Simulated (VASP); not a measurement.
## Si: single point with PBE

Si:

```
CELL_PARAMETERS angstrom
2.39411 0.00000 0.00000
-1.19705 2.07336 0.00000
0.00000 0.00000 4.06724
ATOMIC_POSITIONS crystal
Si 0.33333 0.66667 0.25000
Si 0.66667 0.33333 0.75000
```

This isn't the form of Si at room conditions, which is diamond.

* Program: VASP 6.6.1
* Task: single point
* Functional: PBE
* Potentials or basis: VASP PAW PBE potentials, release 64 (Si)
* Cutoff: 500 eV
* k mesh: 16 × 16 × 8
* Occupations: fermi-dirac, width 0.1 eV
* Spin: no spin polarisation
* Dipole correction: no
* Further INCAR settings: ALGO = Normal; EDIFF = 1e-06; NBANDS = 11

```
Pressure               : 68.6 GPa
Band gap on the k mesh : zero (bands 4 and 5 overlap by 15.47 eV)
```

Stress tensor (GPa, compression positive):
```
68.13  0.00  0.00
 0.00 68.13  0.00
 0.00  0.00 69.61
```

Levels at points of the mesh, in eV from the Fermi level:
```
           k point  band 1  band 2  band 3  band 4  band 5  band 6  band 7  band 8  band 9
(0.00, 0.00, 0.00)  -18.13   -9.71   -9.43   12.09   12.10   12.10   12.23   12.23   14.91
(0.50, 0.00, 0.00)   -9.95   -9.93   -2.37   -1.89   -1.24   -0.81    5.23    7.75   12.53
(0.00, 0.00, 0.50)  -15.95  -15.95    0.60    0.60   13.24   13.24   13.24   13.24   14.88
(0.50, 0.00, 0.50)   -8.45   -8.45   -7.10   -7.10    6.77    6.77    7.04    7.04    8.17
```

Wall time 16 s on 1 thread of Intel(R) Xeon(R) Platinum 8488C (Sapphire Rapids) (shared host), peak memory 0.14 GiB.

Caveat: the cell stands under pressure.
